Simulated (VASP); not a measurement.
Wanted: the native input for a VASP 6.6.1 run.

```yaml
Task: single point
Functional: PBE
Potentials_or_basis: VASP PAW PBE potentials, release 64 (Si, W_sv)
Cutoff: 520 eV
k_mesh: 10 × 10 × 4
Occupations: gaussian, width 0.15 eV
Spin: no spin polarisation
Dipole_correction: no
Further_INCAR_settings: ALGO = Normal; EDIFF = 1e-06; NBANDS = 31
```

The structure of Si2W lies in POSCAR:

```
Si2W
1.0
    0.0000000000     -3.2289953160      0.0000000000
   -3.2289953160      0.0000000000      0.0000000000
    0.0000000000      0.0000000000     -7.8668278241
Si W
4 2
Direct
    0.0000000000      0.0000000000      0.6654255943
    0.5000000000      0.5000000000      0.1654255943
    0.0000000000      0.0000000000      0.3345744057
    0.5000000000      0.5000000000      0.8345744057
    0.5000000000      0.5000000000      0.5000000000
    0.0000000000      1.0000000000      1.0000000000
```

These files were run (other wordings do the same):

INCAR

```
ALGO = Normal
EDIFF = 1E-6
ENCUT = 520
GGA = PE
ISIF = 2
ISMEAR = 0
LASPH = T
LCHARG = F
LREAL = F
LWAVE = F
NBANDS = 31
NELM = 60
PREC = Accurate
SIGMA = 0.15
```

KPOINTS

```
k-points
0
Gamma
  10 10 4
```

Potentials or basis: VASP PAW PBE potentials, release 64 (Si, W_sv).

Run with:

```bash
$ cat potpaw_PBE.64/Si/POTCAR potpaw_PBE.64/W_sv/POTCAR > POTCAR
$ mpirun -np 1 vasp_std > vasp.out
```

It gave:

```json
{"Pressure": "0.1 GPa", "Largest force": "0.010 eV/Å", "Band gap on the k mesh": "zero (band 22 reaches 12.45 eV, above the bottom of band 23 at 11.19 eV)"}
```

Caveat: spin-orbit coupling is left out, which moves the levels of the heavy elements.

It took 72 s on 1 thread of AMD EPYC 9R14 (Zen 4), with other jobs on the host, peak memory 0.23 GiB.
